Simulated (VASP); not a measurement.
Write the native input for VASP 6.6.1 that does the following.

```yaml
Task: single point
Functional: PBEsol
Potentials_or_basis: VASP PAW PBE potentials, release 64 (P)
Cutoff: 500 eV
k_mesh: 18 × 18 × 18
Occupations: gaussian, width 0.1 eV
Spin: no spin polarisation
Dipole_correction: no
Further_INCAR_settings: ALGO = Normal; EDIFF = 1e-06; NBANDS = 8
```

The structure of P lies in POSCAR:

```
P
1.0
    2.4019703707      0.0000000000      0.0000000000
    0.0000000000      2.4019703707      0.0000000000
    0.0000000000      0.0000000000      2.4019703707
P
1
Direct
    0.0000000000      0.0000000000      0.0000000000
```

The input as run:

INCAR

```
  PREC = Accurate
  ENCUT = 500
  EDIFF = 1E-6
  ISMEAR = 0
  SIGMA = 0.1
  LREAL = F
  LASPH = T
  NELM = 120
  ALGO = Normal
  ISIF = 2
  LWAVE = F
  LCHARG = F
  GGA = PS
  NBANDS = 8
  GGA_COMPAT = F
```

KPOINTS

```
Automatic mesh
0
Gamma
  18 18 18
```

Potentials or basis: VASP PAW PBE potentials, release 64 (P).

Command:

```sh
$ cat potpaw_PBE.64/P/POTCAR > POTCAR
$ mpirun -np 1 vasp_std > vasp.out
```

Results of the run:

```yaml
Pressure: 3.1 GPa
```

Caveat: the PAW data sets were made with another functional, which shifts forces and pressure a little.

It took 8.9 s on 1 thread of Intel(R) Xeon(R) Platinum 8488C (Sapphire Rapids) (shared host), peak memory 0.12 GiB.
